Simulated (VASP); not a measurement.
# SiAu in VASP: single point with LDA

Aim: the single point of SiAu with LDA.

All numbers are computed with VASP 6.6.1; they aren't measurements. Logs are shortened: lines on timing, memory, paths and dates and some standing lists are left out, and cuts for length are marked.

## Step 1: The cell of the first run

The cell holds a sublattice, 2 atoms: a = 4.328 Å, b = 4.328 Å, c = 3.942 Å, α = 90.00°, β = 90.00°, γ = 120.00°.

## Step 2: Single point, LDA, collinear spin

Input file INCAR:

```
SYSTEM = SiAu
PREC     = Accurate       ! precision mode
ENCUT    = 520            ! plane-wave cutoff, eV
EDIFF    = 1E-6           ! SCF threshold, eV
ISMEAR   = 0              ! smearing method
SIGMA    = 0.1            ! smearing width, eV
LREAL    = .FALSE.        ! projectors in reciprocal space
LASPH    = .TRUE.         ! aspherical terms in the spheres
NELM     = 150            ! most SCF steps
ALGO     = Normal         ! electronic algorithm
ISIF     = 2              ! what is computed and relaxed
LWAVE    = .FALSE.        ! write WAVECAR
LCHARG   = .FALSE.        ! write CHGCAR
ISPIN    = 2              ! spin polarisation
MAGMOM   = 1 0            ! initial moments
LORBIT   = 11             ! projections on sites
LMAXMIX  = 4              ! l up to which the mixer works
NBANDS   = 18             ! bands
```

Input file KPOINTS:

```
Automatic mesh
0
G
  9 9 8
  0 0 0
```

Input file POSCAR:

```
SiAu
1.0
    4.3275936236      0.0000000000      0.0000000000
   -2.1637968118      3.7478060153      0.0000000000
    0.0000000000      0.0000000000      3.9424951600
Si Au
1 1
Direct
    0.0000000000      0.0000000000      0.5000000000
    0.6666666700      0.3333333300      0.5000000000
```

Potentials or basis: VASP PAW LDA potentials, release 64 (Si, Au).

Launch:

```
$ cat potpaw_LDA.64/Si/POTCAR potpaw_LDA.64/Au/POTCAR > POTCAR
$ mpirun -np 1 vasp_std > vasp.out
```

OUTCAR:

```text
SYSTEM = SiAu
   PREC = Accurate
   ENCUT = 520
   EDIFF = 1E-6
   ISMEAR = 0
   LREAL = .FALSE.
   LASPH = .TRUE.
   NELM = 150
   ISIF = 2
   ISPIN = 2
   LORBIT = 11

 ion  position               nearest neighbor table
   1  0.000  0.000  0.500-   2 2.50   2 2.50   2 2.50
   2  0.667  0.333  0.500-   1 2.50   1 2.50   1 2.50

  LATTYP: Found a hexagonal cell.
 ALAT       =     4.3275936236
 C/A-ratio  =     0.9110132565

  Lattice vectors:

 A1 = (   4.3275936236,   0.0000000000,   0.0000000000)
 A2 = (  -2.1637968118,   3.7478060153,   0.0000000000)
 A3 = (   0.0000000000,   0.0000000000,   3.9424951600)

Analysis of symmetry for initial positions (statically):
=====================================================================
 Subroutine PRICEL returns:
 Original cell was already a primitive cell.

 Routine SETGRP: Setting up the symmetry group for a
 hexagonal supercell.

 Subroutine GETGRP returns: Found 12 space group operations
 (whereof 12 operations were pure point group operations)
 out of a pool of 24 trial point group operations.

The static configuration has the point symmetry D_3h.

Analysis of symmetry for dynamics (positions and initial velocities):
=====================================================================
 Subroutine PRICEL returns:
 Original cell was already a primitive cell.

 Routine SETGRP: Setting up the symmetry group for a
 hexagonal supercell.

 Subroutine GETGRP returns: Found 12 space group operations
 (whereof 12 operations were pure point group operations)
 out of a pool of 24 trial point group operations.

The dynamic configuration has the point symmetry D_3h.

Analysis of structural, dynamic, and magnetic symmetry:
=====================================================================
 Subroutine PRICEL returns:
 Original cell was already a primitive cell.

 Routine SETGRP: Setting up the symmetry group for a
 hexagonal supercell.

 Subroutine GETGRP returns: Found 12 space group operations
 (whereof 12 operations were pure point group operations)
 out of a pool of 24 trial point group operations.

The overall configuration has the point symmetry D_3h.

 Subroutine INISYM returns: Found 12 space group operations
 (whereof 12 operations are pure point group operations),
 and found     1 'primitive' translations

----------------------------------------------------------------------------------------

                                     Primitive cell

  volume of cell :      63.9433

  direct lattice vectors                    reciprocal lattice vectors
     4.327593624  0.000000000  0.000000000     0.231075301  0.133411387  0.000000000
    -2.163796812  3.747806015  0.000000000     0.000000000  0.266822775  0.000000000
     0.000000000  0.000000000  3.942495160     0.000000000  0.000000000  0.253646475

  length of vectors
     4.327593624  4.327593624  3.942495160     0.266822775  0.266822775  0.253646475

  position of ions in fractional coordinates (direct lattice)
     0.000000000  0.000000000  0.500000000
     0.666666670  0.333333330  0.500000000

  ion indices of the primitive-cell ions
   primitive index   ion index
                 1           1
                 2           2

----------------------------------------------------------------------------------------

 KPOINTS: Automatic mesh

Automatic generation of k-mesh.
 Grid dimensions read from file:
 generate k-points for:    9    9    8

 Generating k-lattice:

  Cartesian coordinates                     Fractional coordinates (reciprocal lattice)
     0.025675033  0.014823487  0.000000000     0.111111111  0.000000000  0.000000000
     0.000000000  0.029646975  0.000000000     0.000000000  0.111111111  0.000000000
     0.000000000  0.000000000  0.031705809     0.000000000  0.000000000  0.125000000

  Length of vectors
     0.029646975  0.029646975  0.031705809

  Shift w.r.t. Gamma in fractional coordinates (k-lattice)
     0.000000000  0.000000000  0.000000000

 Subroutine IBZKPT returns following result:
 ===========================================

 Found     60 irreducible k-points:

 Following reciprocal coordinates:
            Coordinates               Weight
  0.000000  0.000000  0.000000      1.000000
  0.111111  0.000000  0.000000      6.000000
  0.222222  0.000000  0.000000      6.000000
  0.333333  0.000000  0.000000      6.000000
  0.444444  0.000000  0.000000      6.000000
  0.111111  0.111111  0.000000      6.000000
[... 16 lines left out ...]
  0.333333  0.222222  0.125000     24.000000
  0.333333  0.333333  0.125000      4.000000
 [... further k-points ...]
   k-points           NKPTS =     60   k-points in BZ     NKDIM =     60   number of bands    NBANDS=     18
   number of dos      NEDOS =    301   number of ions     NIONS =      2
   total plane-waves  NPLWV =  30720
   dimension x,y,z NGX =    32 NGY =   32 NGZ =   30
   dimension x,y,z NGXF=    64 NGYF=   64 NGZF=   60
   ions per type =               1   1
   NGX,Y,Z   is equivalent  to a cutoff of  12.29, 12.29, 12.65 a.u.
   NGXF,Y,Z  is equivalent  to a cutoff of  24.59, 24.59, 25.30 a.u.
 SYSTEM =  SiAu
   PREC   = accura    normal or accurate (medium, high low for compatibility)
   ISTART =      0    job   : 0-new  1-cont  2-samecut
   ICHARG =      2    charge: 1-file 2-atom 10-const
   ISPIN  =      2    spin polarized calculation?
   LNONCOLLINEAR =      F non collinear calculations
   LSORBIT =      F    spin-orbit coupling
   LASPH  =      T    aspherical Exc in radial PAW
   ENCUT  =  520.0 eV  38.22 Ry    6.18 a.u.   8.05  8.05  7.33*2*pi/ulx,y,z
   NELM   =    150;   NELMIN=  2; NELMDL= -5     # of ELM steps
   EDIFF  = 0.1E-05   stopping-criterion for ELM
   LREAL  =      F    real-space projection
   EDIFFG = 0.1E-04   stopping-criterion for IOM
   NSW    =      0    number of steps for IOM
   IBRION =     -1    ionic relax: 0-MD 1-quasi-New 2-CG
   NFREE  =      0    steps in history (QN), initial steepest desc. (CG)
   ISIF   =      2    stress and relaxation
   ISYM   =      2    0-nonsym 1-usesym 2-fastsym
   POTIM  = 0.5000    time-step for ionic-motion
   TEBEG  =    0.0;   TEEND  =   0.0 temperature during run
   PSTRESS=    0.0 pullay stress
   NELECT =      15.0000    total number of electrons
   NUPDOWN=      -1.0000    fix difference up-down
   EMIN   =  10.00;   EMAX   =-10.00  energy-range for DOS
   EFERMI =   0.00;   METHOD = LEGACY
   ISMEAR =     0;   SIGMA  =   0.10  broadening in eV -4-tet -1-fermi 0-gaus
   EFERMI_NEDOS =   21; number of points for ismear=-14 and -15
   IALGO  =     38    algorithm
   IMIX   =      4    mixing-type and parameters
     AMIX     =   0.40;   BMIX     =  1.00
     AMIX_MAG =   1.60;   BMIX_MAG =  1.00
  volume/ion in A,a.u.               =      31.97       215.76
  Fermi-wavevector in a.u.,A,eV,Ry     =   1.009657  1.907974 13.869866  1.019406
  Thomas-Fermi vector in A             =   2.142598
   LORBIT       =     11    0 simple, 1 ext, 2 COOP (PROOUT), +10 PAW based schemes
   GGA     = CA    functional components
   LHFCALC =     F    Hartree Fock is set to
   AEXX    =    0.0000 exact exchange contribution
   IVDW    =     0    specifies the selected vdW correction
   LEPSILON=     F    determine dielectric tensor
   LRPA    =     F    only Hartree local field effects (RPA)
 spin polarized calculation
 Gauss-broadening in eV      SIGMA  =   0.10
  energy-cutoff  :      520.00
  volume of cell :       63.94
 maximum number of plane-waves:      1740
   NGX = 17   NGY = 17   NGZ = 15

 number of electron      15.0000003 magnetization      -0.0152841

 number of electron      15.0000003 magnetization       0.0002527

 Free energy of the ion-electron system (eV)
  ---------------------------------------------------
  ext. energy  EPLUGINS =         0.00000000
  ---------------------------------------------------
  free energy    TOTEN  =        -8.62757719 eV

  energy without entropy =       -8.61846922  energy(sigma->0) =       -8.62302320

 E-fermi :   2.1694     XC(G=0):  -8.5739

 val. band max:        2.1686943710   @ k =   0.2222   0.0000   0.5000
 cond. band min:       2.1708146365   @ k =   0.4444   0.1111   0.3750
 fundamental gap:      0.0021202655
 Fermi energy:         2.1693922540

 spin component 1

 k-point     1 :       0.0000    0.0000    0.0000
  band No.  band energies     occupation
      1      -6.7560      1.00000
      2      -3.0465      1.00000
      3      -3.0465      1.00000
      4      -1.7340      1.00000
      5      -1.5196      1.00000
      6      -1.5196      1.00000
[... 10 lines left out ...]
     17      13.8404      0.00000
     18      16.3136      0.00000
[... 463 lines left out ...]
 k-point    24 :       0.3333    0.3333    0.1250
  band No.  band energies     occupation
      1      -5.4631      1.00000
      2      -2.6379      1.00000
      3      -2.4134      1.00000
      4      -1.8428      1.00000
      5      -1.6752      1.00000
      6      -1.2567      1.00000
[... 10 lines left out ...]
     17      14.3891      0.00000
     18      17.0189      0.00000

 [... further k-points ...]

 spin component 2

 k-point     1 :       0.0000    0.0000    0.0000
  band No.  band energies     occupation
      1      -6.7558      1.00000
      2      -3.0465      1.00000
      3      -3.0465      1.00000
      4      -1.7340      1.00000
      5      -1.5196      1.00000
      6      -1.5196      1.00000
[... 10 lines left out ...]
     17      13.8405      0.00000
     18      16.3139      0.00000
[... 463 lines left out ...]
 k-point    24 :       0.3333    0.3333    0.1250
  band No.  band energies     occupation
      1      -5.4630      1.00000
      2      -2.6379      1.00000
      3      -2.4135      1.00000
      4      -1.8427      1.00000
      5      -1.6752      1.00000
      6      -1.2567      1.00000
[... 10 lines left out ...]
     17      14.3892      0.00000
     18      17.0189      0.00000

 [... further k-points ...]
[... 5 lines left out ...]
  --------------------------------------------------------------------------------------
  -------------------------------------------------------------------------------------
  Total       -4.5800311     -4.5800311     -2.2489478     -0.0000000      0.0000000      0.0000000
  in kB     -114.7583413   -114.7583413    -56.3501666     -0.0000000      0.0000000      0.0000000
  external PRESSURE =     -95.2889497 kB  Pullay stress =       0.0000000 kB

 VOLUME and BASIS-vectors are now :
 -----------------------------------------------------------------------------
  energy-cutoff  :      520.00
  volume of cell :       63.94
      direct lattice vectors                 reciprocal lattice vectors
     4.327593624  0.000000000  0.000000000     0.231075301  0.133411387  0.000000000
    -2.163796812  3.747806015  0.000000000     0.000000000  0.266822775  0.000000000
     0.000000000  0.000000000  3.942495160     0.000000000  0.000000000  0.253646475

 POSITION                                       TOTAL-FORCE (eV/Angst)
 -----------------------------------------------------------------------------------
      0.00000      0.00000      1.97125        -0.000000      0.000000      0.000000
      2.16380      1.24927      1.97125         0.000000     -0.000000      0.000000
 -----------------------------------------------------------------------------------
    total drift:                               -0.000010      0.000006     -0.000000

  FREE ENERGIE OF THE ION-ELECTRON SYSTEM (eV)
  ---------------------------------------------------
  free  energy   TOTEN  =        -8.6275771884 eV

  energy  without entropy=       -8.6184692198  energy(sigma->0) =       -8.62302320

 total charge

# of ion       s       p       d       tot
------------------------------------------
    1        0.862   0.648   0.000   1.510
    2        0.721   0.290   8.651   9.662
--------------------------------------------------
tot          1.582   0.938   8.651  11.171

 magnetization (x)

# of ion       s       p       d       tot
------------------------------------------
    1        0.000   0.000   0.000   0.000
    2       -0.000   0.000  -0.000  -0.000
--------------------------------------------------
tot          0.000   0.000  -0.000   0.000
```

Run time: 60 s. Hardware: 1 thread of Intel Xeon Platinum 8259CL at 2.50GHz (Skylake/Cascade Lake), shared host; peak memory 0.24 GiB.

What came out:

```yaml
Free_energy: -8.6276 eV
Pressure: -9.5 GPa
Net_moment: 0.00 μB per cell
Valence_electrons_inside_the_program's_atomic_spheres: Si 1.51; Au 9.66
```

Stress tensor (GPa, compression positive):
```
-11.48   0.00   0.00
  0.00 -11.48   0.00
  0.00   0.00  -5.64
```

Levels at points of the mesh, in eV from the Fermi level:
Spin up:
```
           k point  band 4  band 5  band 6  band 7  band 8  band 9  band 10  band 11
(0.00, 0.00, 0.00)   -3.90   -3.69   -3.69    1.20    2.37    2.51     2.51     6.07
(0.00, 0.00, 0.50)   -3.86   -3.86   -2.91   -2.15    2.97    2.97     3.43     6.07
```
Spin down:
| k point | band 4 | band 5 | band 6 | band 7 | band 8 | band 9 | band 10 | band 11 |
| --- | --- | --- | --- | --- | --- | --- | --- | --- |
| (0.00, 0.00, 0.00) | -3.90 | -3.69 | -3.69 | 1.20 | 2.37 | 2.51 | 2.51 | 6.07 |
| (0.00, 0.00, 0.50) | -3.86 | -3.86 | -2.91 | -2.15 | 2.97 | 2.97 | 3.43 | 6.07 |

Caveat: spin-orbit coupling is left out, which moves the levels of the heavy elements.
